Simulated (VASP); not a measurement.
Here is a VASP 6.6.1 calculation.

Contents of INCAR:

```
SYSTEM = MgO
PREC     = Accurate       ! precision mode
ENCUT    = 520            ! plane-wave cutoff, eV
EDIFF    = 1E-6           ! SCF threshold, eV
ISMEAR   = -1             ! smearing method
SIGMA    = 0.069          ! smearing width, eV
LREAL    = Auto         
LASPH    = .True.         ! aspherical terms in the spheres
NELM     = 100            ! most SCF steps
ALGO     = Normal         ! electronic algorithm
ISIF     = 2              ! what is computed and relaxed
LWAVE    = .False.        ! write WAVECAR
LCHARG   = .False.        ! write CHGCAR
GGA      = PS             ! functional
NBANDS   = 46             ! bands
```

File KPOINTS:

```
Automatic mesh
0
Gamma
  4 4 4
  0 0 0
```

POSCAR

```
MgO
1.0
    0.0000000000      4.5640113248      4.5640113248
    4.5640113248      0.0000000000      4.5640113248
    4.5640113248      4.5640113248      0.0000000000
Mg O
8 8
Direct
    0.0188125081      0.0075612214     -0.0259575386
    0.0124622828     -0.0010823812      0.5032196102
    0.0164877987      0.4957970826      0.0110927639
   -0.0012955708      0.4906712189      0.5078819563
    0.4903704966     -0.0044939634     -0.0130870622
    0.5155543737     -0.0328664829      0.4769148990
    0.5001029440      0.4723083153      0.0279513987
    0.5105879092      0.4882621539      0.5036551920
    0.0981055848      0.1504067258      0.1258474090
    0.1230144844      0.1147921122      0.6298791338
    0.1357761749      0.6314541737      0.1405570570
    0.1321121831      0.6038018541      0.6460375074
    0.6264627313      0.1214350624      0.1220711257
    0.6190007647      0.1158444759      0.6229830072
    0.6253530714      0.6160697903      0.1274406347
    0.6225437007      0.6129622170      0.6502651481
```

Potentials or basis: VASP PAW PBE potentials, release 64 (Mg, O).

The run is started by

```sh
$ cat potpaw_PBE.64/Mg/POTCAR potpaw_PBE.64/O/POTCAR > POTCAR
$ mpirun -np 1 vasp_std > vasp.out
```

**Question.** What does it give for the band gap on the k mesh?

**Answer.** 3.16 eV, direct.

**Question.** Estimate the largest force.

**Answer.** 2.538 eV/Å.

**Question.** Estimate the pressure.

**Answer.** 2.0 GPa.

Forces on the atoms (eV/Å):
```
Mg   1.655  1.108 -1.573
Mg  -0.908 -1.199 -1.779
Mg   1.133 -1.300  0.359
Mg   0.756  0.628  0.428
Mg   0.283  0.562 -0.026
Mg   1.953  0.670  0.470
Mg   0.411 -0.575  1.343
Mg  -0.026 -0.145 -0.484
O   -1.429  1.775 -0.586
O   -0.882 -0.391  1.659
O   -0.227 -0.760 -0.599
O   -0.028 -0.729  0.883
O   -1.673 -0.021 -0.650
O   -0.636  0.054  0.326
O    0.697  0.472  0.587
O   -1.077 -0.151 -0.357
```

Caveat: the PAW data sets were made with another functional, which shifts forces and pressure a little.
